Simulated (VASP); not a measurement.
Input of a VASP 6.6.1 run:

INCAR

```
PREC = Accurate
ENCUT = 520
EDIFF = 1E-6
ISMEAR = 0
SIGMA = 0.05
LREAL = F
LASPH = T
NELM = 80
ALGO = Normal
ISIF = 2
LWAVE = F
LCHARG = F
GGA = PE
NBANDS = 11
```

Contents of KPOINTS:

```
regular mesh
0
Gamma
  10 10 10
```

Contents of POSCAR:

```
MgO
1.0
    0.0000000000      2.0737498328      2.0737498328
    2.0737498328      0.0000000000      2.0737498328
    2.0737498328      2.0737498328      0.0000000000
Mg O
1 1
Direct
    0.0000000000      0.0000000000      0.0000000000
    0.5000000000      0.5000000000      0.5000000000
```

Potentials or basis: VASP PAW PBE potentials, release 64 (Mg, O).

Launch:

```console
$ cat potpaw_PBE.64/Mg/POTCAR potpaw_PBE.64/O/POTCAR > POTCAR
$ mpirun -np 1 vasp_std > vasp.out
```

Q: Predict the band gap on the k mesh.

A: 5.19 eV, direct.

Q: Estimate the pressure.

A: 12.5 GPa.

Caveat: the cell differs from its parent crystal (strain -0.025 along x and y, -0.025 along z).
